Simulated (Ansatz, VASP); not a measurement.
## GaP: VASP beside Ansatz

Contents of INCAR:

```
SYSTEM = GaP
PREC     = Accurate       ! precision mode
ENCUT    = 500            ! plane-wave cutoff, eV
EDIFF    = 1E-6           ! SCF threshold, eV
ISMEAR   = -1             ! smearing method
SIGMA    = 0.1            ! smearing width, eV
LREAL    = .FALSE.        ! projectors in reciprocal space
LASPH    = .TRUE.         ! aspherical terms in the spheres
NELM     = 120            ! most SCF steps
ALGO     = Normal         ! electronic algorithm
ISIF     = 2              ! what is computed and relaxed
LWAVE    = .FALSE.        ! write WAVECAR
LCHARG   = .FALSE.        ! write CHGCAR
NBANDS   = 16             ! bands
GGA_COMPAT= .FALSE.
```

File KPOINTS:

```
regular mesh
0
G
  14 14 14
  0 0 0
```

POSCAR

```
GaP
1.0
    0.0000000000      2.3443501193      2.3443501193
    2.3443501193      0.0000000000      2.3443501193
    2.3443501193      2.3443501193      0.0000000000
Ga P
1 1
Direct
    0.0000000000      0.0000000000      0.0000000000
    0.5000000000      0.5000000000      0.5000000000
```

Input for Ansatz:

```yaml
crystal:
  lattice:
    - [0.0, 2.3443501193, 2.3443501193]
    - [2.3443501193, 0.0, 2.3443501193]
    - [2.3443501193, 2.3443501193, 0.0]
  atoms:
    - { symbol: Ga, position: [0.0, 0.0, 0.0] }
    - { symbol: P, position: [0.5, 0.5, 0.5] }
kpoints:
  mp_grid: { grid: [14, 14, 14] }
scf:
  occupations: { method: fermi_dirac, width: 0.1 }
hamiltonian:
  xc: lda
  pseudopotentials: { kind: all_electron, lapw: { basis_error: 0.001 } }
output:
  forces: true
  stress: true
  eigenvalues: true
  populations: true
```

Change from the starting cell: volume scaled by 0.8, LAPW.

Alike in both runs: task single point; functional LDA; k mesh 14 × 14 × 14; occupations fermi-dirac, width 0.1 eV; no spin polarisation.

|  | VASP | Ansatz |
| --- | --- | --- |
| version | VASP 6.6.1 | Ansatz 0.2.0 |
| potentials or method | VASP PAW LDA potentials, release 64 (Ga_d, P), cutoff 500 eV | all-electron LAPW, scalar-relativistic |

|  | VASP | Ansatz | Ansatz less VASP |
| --- | --- | --- | --- |
| pressure (GPa) | 38.8 | 38.5 | -0.34 |

LDA's correlation is that of Perdew and Zunger in VASP and of Perdew and Wang (1992) in Ansatz. Both programs put the cell under a high pressure, so it lies far from rest at this level. Ansatz ran all-electron here, and VASP with PAW potentials.
